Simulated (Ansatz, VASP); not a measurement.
## BP4: VASP beside Ansatz

```xyz
5
Lattice="3.6590 0.0000 0.0000 -1.8295 3.1688 0.0000 0.0000 0.0000 8.9467" Properties=species:S:1:pos:R:3 pbc="T T T"
B     1.8295    1.0563    4.4734
P     0.0000    2.1125    1.1330
P     0.0000    2.1125    7.8138
P     0.0000    0.0000    4.4734
P     1.8295    1.0563    0.0000
```

Alike in both runs: task single point; functional PBE; k mesh 6 × 6 × 2; occupations gaussian, width 0.1 eV; no spin polarisation.

```csv
,VASP,Ansatz
version,VASP 6.6.1,Ansatz 0.2.0
potentials or method,"VASP PAW PBE potentials, release 64 (B, P), cutoff 520 eV","scalar-relativistic, plane waves, PAW"
valence electrons in the cell,23,23
```

```csv
,VASP,Ansatz,Ansatz less VASP
gap on the k mesh at the Fermi level (eV),none,none,-
pressure (GPa),-7.4,-7.2,+0.19
"traceless stress, the component that is largest in VASP (GPa)",6.29,6.24,-0.048
rms of the force components (eV/Å),0.121,0.107,-0.0139
```

Atom by atom the forces differ by 0.014 eV/Å (rms over components). A gap of «none» marks a metal or a gap that the smearing closes.
